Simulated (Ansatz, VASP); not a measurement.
# Pb in VASP and in Ansatz

```xyz
2
Lattice="0.0000 3.4221 3.4221 3.4221 0.0000 3.4221 3.4221 3.4221 0.0000" Properties=species:S:1:pos:R:3 pbc="T T T"
Pb   -0.8555   -0.8555   -0.8555
Pb    0.8555    0.8555    0.8555
```

Alike in both runs: functional LDA; k mesh 11 × 11 × 11; occupations fermi-dirac, width 0.05 eV; non-collinear spin, spin-orbit coupling.

Ansatz relaxed the structure, and its values are those at the end. VASP's run is a single point on that final structure, the one shown.

|  | VASP | Ansatz |
| --- | --- | --- |
| version | VASP 6.6.1 | Ansatz 0.2.0 |
| potentials or method | VASP PAW LDA potentials, release 64 (Pb_d) | PAW with Ansatz's default frozen-core files, fully relativistic files with spin-orbit coupling |
| plane-wave cutoff (eV) | 520 | 420 |
| valence electrons in the cell | 28 | 28 |

VASP gave:

| Quantity | Value |
| --- | --- |
| pressure (GPa) | 0.1 |
| net moment per atom (μB) | 0.00 |

What did Ansatz give for the same quantities?

Pressure (GPa): 0.0; net moment per atom (μB): 0.00.

LDA's correlation is that of Perdew and Zunger in VASP and of Perdew and Wang (1992) in Ansatz.
